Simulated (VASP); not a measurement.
# Ca (Fm-3m) in VASP: a series of runs

The runs below take Ca through single point, with PBE.

Program: VASP 6.6.1. These are calculated values, not measurements. Logs are shortened: lines on timing, memory, paths and dates and some standing lists are left out, and cuts for length are marked.

**1. The cell of the first run**

Symmetry: Fm-3m, No. 225, cubic system. The conventional cell has a = 5.525 Å, b = 5.525 Å, c = 5.525 Å, α = 90.00°, β = 90.00°, γ = 90.00°. Ca (site symmetry m-3m) has 12 Ca at 3.91 Å within 5.1 Å.

**2. Single point, PBE**

File INCAR:

```
PREC     = Accurate       # precision mode
ENCUT    = 520            # plane-wave cutoff, eV
EDIFF    = 1E-6           # SCF threshold, eV
ISMEAR   = -1             # smearing method
SIGMA    = 0.1            # smearing width, eV
LREAL    = F              # projectors in reciprocal space
LASPH    = T              # aspherical terms in the spheres
NELM     = 80             # most SCF steps
ALGO     = Normal         # electronic algorithm
ISIF     = 2              # what is computed and relaxed
LWAVE    = F              # write WAVECAR
LCHARG   = F              # write CHGCAR
GGA      = PE             # functional
NBANDS   = 11             # bands
```

File KPOINTS:

```
Automatic mesh
0
Gamma
  10 10 10
```

File POSCAR:

```
Ca
1.0
    0.0000000000      2.7627089163      2.7627089163
    2.7627089163      0.0000000000      2.7627089163
    2.7627089163      2.7627089163      0.0000000000
Ca
1
Direct
    0.0000000000      0.0000000000      0.0000000000
```

Potentials or basis: VASP PAW PBE potentials, release 64 (Ca_sv).

The run is started by

```console
cat potpaw_PBE.64/Ca_sv/POTCAR > POTCAR
mpirun -np 1 vasp_std > vasp.out
```

OUTCAR:

```text
PREC = Accurate
   ENCUT = 520
   EDIFF = 1E-6
   ISMEAR = -1
   LREAL = F
   LASPH = T
   NELM = 80
   ISIF = 2
   GGA = PE

 ion  position               nearest neighbor table
   1  0.000  0.000  0.000-

  LATTYP: Found a face centered cubic cell.
 ALAT       =     5.5254178326

  Lattice vectors:

 A1 = (   0.0000000000,   2.7627089163,   2.7627089163)
 A2 = (   2.7627089163,   0.0000000000,   2.7627089163)
 A3 = (   2.7627089163,   2.7627089163,   0.0000000000)

Analysis of symmetry for initial positions (statically):
=====================================================================
 Subroutine PRICEL returns:
 Original cell was already a primitive cell.

 Routine SETGRP: Setting up the symmetry group for a
 face centered cubic supercell.

 Subroutine GETGRP returns: Found 48 space group operations
 (whereof 48 operations were pure point group operations)
 out of a pool of 48 trial point group operations.

The static configuration has the point symmetry O_h .

Analysis of symmetry for dynamics (positions and initial velocities):
=====================================================================
 Subroutine PRICEL returns:
 Original cell was already a primitive cell.

 Routine SETGRP: Setting up the symmetry group for a
 face centered cubic supercell.

 Subroutine GETGRP returns: Found 48 space group operations
 (whereof 48 operations were pure point group operations)
 out of a pool of 48 trial point group operations.

The dynamic configuration has the point symmetry O_h .

 Subroutine INISYM returns: Found 48 space group operations
 (whereof 48 operations are pure point group operations),
 and found     1 'primitive' translations

----------------------------------------------------------------------------------------

                                     Primitive cell

  volume of cell :      42.1731

  direct lattice vectors                    reciprocal lattice vectors
     0.000000000  2.762708916  2.762708916    -0.180981788  0.180981788  0.180981788
     2.762708916  0.000000000  2.762708916     0.180981788 -0.180981788  0.180981788
     2.762708916  2.762708916  0.000000000     0.180981788  0.180981788 -0.180981788

  length of vectors
     3.907060418  3.907060418  3.907060418     0.313469652  0.313469652  0.313469652

  position of ions in fractional coordinates (direct lattice)
     0.000000000  0.000000000  0.000000000

  ion indices of the primitive-cell ions
   primitive index   ion index
                 1           1

----------------------------------------------------------------------------------------

 KPOINTS: Automatic mesh

Automatic generation of k-mesh.
 Grid dimensions read from file:
 generate k-points for:   10   10   10

 Generating k-lattice:

  Cartesian coordinates                     Fractional coordinates (reciprocal lattice)
    -0.018098179  0.018098179  0.018098179     0.100000000  0.000000000  0.000000000
     0.018098179 -0.018098179  0.018098179     0.000000000  0.100000000  0.000000000
     0.018098179  0.018098179 -0.018098179     0.000000000  0.000000000  0.100000000

  Length of vectors
     0.031346965  0.031346965  0.031346965

  Shift w.r.t. Gamma in fractional coordinates (k-lattice)
     0.000000000  0.000000000  0.000000000

 Subroutine IBZKPT returns following result:
 ===========================================

 Found     47 irreducible k-points:

 Following reciprocal coordinates:
            Coordinates               Weight
  0.000000  0.000000  0.000000      1.000000
  0.100000  0.000000  0.000000      8.000000
  0.200000  0.000000  0.000000      8.000000
  0.300000  0.000000  0.000000      8.000000
  0.400000  0.000000  0.000000      8.000000
  0.500000  0.000000  0.000000      4.000000
[... 16 lines left out ...]
  0.300000  0.300000  0.000000      6.000000
  0.400000  0.300000  0.000000     24.000000
 [... further k-points ...]
   k-points           NKPTS =     47   k-points in BZ     NKDIM =     47   number of bands    NBANDS=     11
   number of dos      NEDOS =    301   number of ions     NIONS =      1
   total plane-waves  NPLWV =  27000
   dimension x,y,z NGX =    30 NGY =   30 NGZ =   30
   dimension x,y,z NGXF=    60 NGYF=   60 NGZF=   60
   ions per type =               1
   NGX,Y,Z   is equivalent  to a cutoff of  12.77, 12.77, 12.77 a.u.
   NGXF,Y,Z  is equivalent  to a cutoff of  25.53, 25.53, 25.53 a.u.
 SYSTEM =  unknown system
   PREC   = accura    normal or accurate (medium, high low for compatibility)
   ISTART =      0    job   : 0-new  1-cont  2-samecut
   ICHARG =      2    charge: 1-file 2-atom 10-const
   ISPIN  =      1    spin polarized calculation?
   LNONCOLLINEAR =      F non collinear calculations
   LSORBIT =      F    spin-orbit coupling
   LASPH  =      T    aspherical Exc in radial PAW
   ENCUT  =  520.0 eV  38.22 Ry    6.18 a.u.   7.26  7.26  7.26*2*pi/ulx,y,z
   NELM   =     80;   NELMIN=  2; NELMDL= -5     # of ELM steps
   EDIFF  = 0.1E-05   stopping-criterion for ELM
   LREAL  =      F    real-space projection
   EDIFFG = 0.1E-04   stopping-criterion for IOM
   NSW    =      0    number of steps for IOM
   IBRION =     -1    ionic relax: 0-MD 1-quasi-New 2-CG
   NFREE  =      0    steps in history (QN), initial steepest desc. (CG)
   ISIF   =      2    stress and relaxation
   ISYM   =      2    0-nonsym 1-usesym 2-fastsym
   POTIM  = 0.5000    time-step for ionic-motion
   TEBEG  =    0.0;   TEEND  =   0.0 temperature during run
   PSTRESS=    0.0 pullay stress
   NELECT =      10.0000    total number of electrons
   NUPDOWN=      -1.0000    fix difference up-down
   EMIN   =  10.00;   EMAX   =-10.00  energy-range for DOS
   EFERMI =   0.00;   METHOD = LEGACY
   ISMEAR =    -1;   SIGMA  =   0.10  broadening in eV -4-tet -1-fermi 0-gaus
   EFERMI_NEDOS =   21; number of points for ismear=-14 and -15
   IALGO  =     38    algorithm
   IMIX   =      4    mixing-type and parameters
     AMIX     =   0.40;   BMIX     =  1.00
     AMIX_MAG =   1.60;   BMIX_MAG =  1.00
  volume/ion in A,a.u.               =      42.17       284.60
  Fermi-wavevector in a.u.,A,eV,Ry     =   1.013281  1.914823 13.969611  1.026737
  Thomas-Fermi vector in A             =   2.146440
   LORBIT       =      0    0 simple, 1 ext, 2 COOP (PROOUT), +10 PAW based schemes
   GGA     = PE    functional components
   LHFCALC =     F    Hartree Fock is set to
   AEXX    =    0.0000 exact exchange contribution
   IVDW    =     0    specifies the selected vdW correction
   LEPSILON=     F    determine dielectric tensor
   LRPA    =     F    only Hartree local field effects (RPA)
 non-spin polarized calculation
  energy-cutoff  :      520.00
  volume of cell :       42.17
 maximum number of plane-waves:      1158
 NGX is ok and might be reduce to    30
   NGX = 15   NGY = 15   NGZ = 15

 number of electron      10.0000001 magnetization

 Free energy of the ion-electron system (eV)
  ---------------------------------------------------
  ext. energy  EPLUGINS =         0.00000000
  ---------------------------------------------------
  free energy    TOTEN  =        -1.95160772 eV

  energy without entropy =       -1.91214486  energy(sigma->0) =       -1.93187629

 E-fermi :   1.9693     XC(G=0):  -7.7370

 val. band max:        1.9598974748   @ k =  -0.4000   0.3000   0.0000
 cond. band min:       1.9840780083   @ k =  -0.3000   0.4000   0.1000
 fundamental gap:      0.0241805335
 Fermi energy:         1.9692518738

 k-point     1 :       0.0000    0.0000    0.0000
  band No.  band energies     occupation
      1     -40.0469      2.00000
      2     -20.9643      2.00000
      3     -20.9643      2.00000
      4     -20.9643      2.00000
      5      -2.0640      2.00000
      6       4.3039      0.00000
      7       4.3039      0.00000
      8       4.3039      0.00000
      9       5.3756      0.00000
     10       5.3756      0.00000
     11      11.0834      0.00000

 k-point     2 :       0.1000    0.0000    0.0000
  band No.  band energies     occupation
      1     -40.0456      2.00000
      2     -20.9777      2.00000
      3     -20.9661      2.00000
      4     -20.9661      2.00000
      5      -1.8932      2.00000
      6       4.1223      0.00000
      7       4.3664      0.00000
      8       4.3664      0.00000
      9       5.3229      0.00000
     10       5.3229      0.00000
     11      11.2557      0.00000

 k-point     3 :       0.2000    0.0000    0.0000
  band No.  band energies     occupation
      1     -40.0422      2.00000
      2     -21.0127      2.00000
      3     -20.9709      2.00000
      4     -20.9709      2.00000
      5      -1.3978      2.00000
      6       3.6677      0.00000
      7       4.4546      0.00000
      8       4.4546      0.00000
      9       5.2997      0.00000
     10       5.2997      0.00000
     11      10.1359      0.00000

 k-point     4 :       0.3000    0.0000    0.0000
  band No.  band energies     occupation
      1     -40.0380      2.00000
      2     -21.0555      2.00000
      3     -20.9769      2.00000
      4     -20.9769      2.00000
      5      -0.6318      2.00000
      6       3.0723      0.00003
      7       4.3808      0.00000
      8       4.3808      0.00000
      9       5.5388      0.00000
     10       5.5388      0.00000
     11       8.6513      0.00000

 k-point     5 :       0.4000    0.0000    0.0000
  band No.  band energies     occupation
      1     -40.0346      2.00000
      2     -21.0898      2.00000
      3     -20.9817      2.00000
      4     -20.9817      2.00000
      5       0.2944      2.00000
      6       2.3757      0.03376
      7       4.2459      0.00000
      8       4.2459      0.00000
      9       5.8938      0.00000
     10       5.8938      0.00000
     11       7.5758      0.00000
[... 211 lines left out ...]
 k-point    21 :      -0.3000    0.2000    0.0000
  band No.  band energies     occupation
      1     -40.0333      2.00000
      2     -21.0698      2.00000
      3     -21.0161      2.00000
      4     -20.9835      2.00000
      5       0.4794      2.00000
      6       2.7605      0.00073
      7       3.5580      0.00000
      8       4.6251      0.00000
      9       5.4002      0.00000
     10       6.3099      0.00000
     11       7.9575      0.00000

 k-point    22 :      -0.2000    0.2000    0.0000
  band No.  band energies     occupation
      1     -40.0365      2.00000
      2     -21.0488      2.00000
      3     -21.0029      2.00000
      4     -20.9763      2.00000
      5      -0.3741      2.00000
      6       3.1800      0.00001
      7       3.8962      0.00000
      8       4.7603      0.00000
      9       4.9767      0.00000
     10       6.0038      0.00000
     11       9.0895      0.00000

 k-point    23 :       0.3000    0.3000    0.0000
  band No.  band energies     occupation
      1     -40.0351      2.00000
      2     -21.0513      2.00000
      3     -20.9975      2.00000
      4     -20.9975      2.00000
      5      -0.1927      2.00000
      6       3.0340      0.00005
      7       3.8282      0.00000
      8       5.1540      0.00000
      9       5.1540      0.00000
     10       5.8053      0.00000
     11      10.0069      0.00000

 k-point    24 :       0.4000    0.3000    0.0000
  band No.  band energies     occupation
      1     -40.0324      2.00000
      2     -21.0698      2.00000
      3     -21.0075      2.00000
      4     -21.0032      2.00000
      5       0.4576      2.00000
      6       2.8044      0.00047
      7       3.4605      0.00000
      8       5.2651      0.00000
      9       5.5717      0.00000
     10       6.0112      0.00000
     11       8.6018      0.00000

 [... further k-points ...]
[... 5 lines left out ...]
  --------------------------------------------------------------------------------------
  -------------------------------------------------------------------------------------
  Total        0.0031544      0.0031544      0.0031544     -0.0000000     -0.0000000      0.0000000
  in kB        0.1198369      0.1198369      0.1198369     -0.0000000     -0.0000000      0.0000000
  external PRESSURE =       0.1198369 kB  Pullay stress =       0.0000000 kB

 VOLUME and BASIS-vectors are now :
 -----------------------------------------------------------------------------
  energy-cutoff  :      520.00
  volume of cell :       42.17
      direct lattice vectors                 reciprocal lattice vectors
     0.000000000  2.762708916  2.762708916    -0.180981788  0.180981788  0.180981788
     2.762708916  0.000000000  2.762708916     0.180981788 -0.180981788  0.180981788
     2.762708916  2.762708916  0.000000000     0.180981788  0.180981788 -0.180981788

 POSITION                                       TOTAL-FORCE (eV/Angst)
 -----------------------------------------------------------------------------------
      0.00000      0.00000      0.00000         0.000000      0.000000      0.000000
 -----------------------------------------------------------------------------------
    total drift:                               -0.000000     -0.000000      0.000000

  FREE ENERGIE OF THE ION-ELECTRON SYSTEM (eV)
  ---------------------------------------------------
  free  energy   TOTEN  =        -1.9516077238 eV

  energy  without entropy=       -1.9121448583  energy(sigma->0) =       -1.93187629
```

Wall time 25 s (1 thread of Intel Xeon 6975P-C, shared host); peak memory 0.17 GiB.

Results:

```yaml
Free_energy: -1.9516 eV
Pressure: 0.0 GPa
Band_gap_on_the_k_mesh: zero (band 5 reaches 2.07 eV, above the bottom of band 6 at 1.80 eV)
```

(Continued in part 2 of 2.)
